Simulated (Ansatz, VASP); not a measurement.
Rb3Sn in VASP and in Ansatz

Contents of INCAR:

```
SYSTEM = Rb3Sn
PREC = Accurate
ENCUT = 520
EDIFF = 1E-7
ISMEAR = -1
SIGMA = 0.05
LREAL = .False.
LASPH = .True.
NELM = 80
ALGO = Normal
ISIF = 2
LWAVE = .False.
LCHARG = .False.
GGA = PE
NBANDS = 28
```

Contents of KPOINTS:

```
regular mesh
0
Gamma
  5 5 5
  0 0 0
```

POSCAR

```
Rb3Sn
1.0
    0.0000000000      4.5956224440      4.5956224440
    4.5956224440      0.0000000000      4.5956224440
    4.5956224440      4.5956224440      0.0000000000
Sn Rb
1 3
Direct
    0.0000000000      0.0000000000      0.0000000000
    0.5000000000      0.5000000000      0.5000000000
    0.7500000000      0.7500000000      0.7500000000
    0.2500000000      0.2500000000      0.2500000000
```

File input.yaml:

```yaml
crystal:
  lattice:
    - [0.0, 4.595622444, 4.595622444]
    - [4.595622444, 0.0, 4.595622444]
    - [4.595622444, 4.595622444, 0.0]
  atoms:
    - { symbol: Sn, position: [0.0, 0.0, 0.0] }
    - { symbol: Rb, position: [0.5, 0.5, 0.5] }
    - { symbol: Rb, position: [0.75, 0.75, 0.75] }
    - { symbol: Rb, position: [0.25, 0.25, 0.25] }
hamiltonian:
  xc: pbe
  pseudopotentials: { kind: paw }
kpoints:
  mp_grid: { grid: [5, 5, 5] }
scf:
  occupations: { method: fermi_dirac, width: 0.05 }
output:
  forces: true
  stress: true
  eigenvalues: true
  write_density: true
  write_potential: true
  elf: true
  volumetric_format: npy
```

Alike in both runs: task single point; functional PBE; k mesh 5 × 5 × 5; occupations fermi-dirac, width 0.05 eV; no spin polarisation.

|  | VASP | Ansatz |
| --- | --- | --- |
| version | VASP 6.6.1 | Ansatz 0.2.0 |
| potentials or method | VASP PAW PBE potentials, release 64 (Sn_d, Rb_sv) | Ansatz PAW |
| plane-wave cutoff (eV) | 520 | 420 |
| valence electrons in the cell | 41 | 41 |

```tsv
	VASP	Ansatz	Ansatz less VASP
gap on the k mesh at the Fermi level (eV)	none	none	-
pressure (GPa)	0.3	0.3	0.00
```

A gap of «none» marks a metal or a gap that the smearing closes. The functional is the same, so the differences come from potentials, cutoffs and numerics.
